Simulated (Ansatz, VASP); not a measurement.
MgZr2H6 in VASP and in Ansatz

```xyz
9
Lattice="5.3607 0.0000 0.0000 -2.6804 4.6425 0.0000 0.0000 0.0000 3.2101" Properties=species:S:1:pos:R:3 pbc="T T T"
Mg    0.0000    0.0000    1.6051
Zr    0.0000    3.0950    2.3826
Zr    2.6804    1.5475    0.8276
H     2.6804    2.8641    2.4258
H     1.5402    0.8892    2.4258
H     3.8206    0.8892    2.4258
H     0.0000    1.7784    0.7843
H     1.1402    3.7533    0.7843
H    -1.1402    3.7533    0.7843
```

Alike in both runs: functional PBE; k mesh 3 × 3 × 4; occupations gaussian, width 0.1 eV; no spin polarisation.

Ansatz relaxed the structure, and its values are those at the end. VASP's run is a single point on that final structure, the one shown.

|  | VASP | Ansatz |
| --- | --- | --- |
| version | VASP 6.6.1 | Ansatz 0.2.0 |
| potentials or method | VASP PAW PBE potentials, release 64 (Mg, Zr_sv, H), cutoff 520 eV | scalar-relativistic, plane waves, PAW |
| valence electrons in the cell | 32 | 40 |

```tsv
	VASP	Ansatz	Ansatz less VASP
gap on the k mesh at the Fermi level (eV)	none	none	-
pressure (GPa)	-0.5	-0.3	+0.12
rms of the force components (eV/Å)	0.011	0.013	+0.0026
```

A gap of «none» marks a metal or a gap that the smearing closes. VASP's potentials hold 32 valence electrons a cell and Ansatz's 40, so a difference there can come from the potentials and not from the codes.

The k mesh is coarse, so the values compare programs but aren't converged.
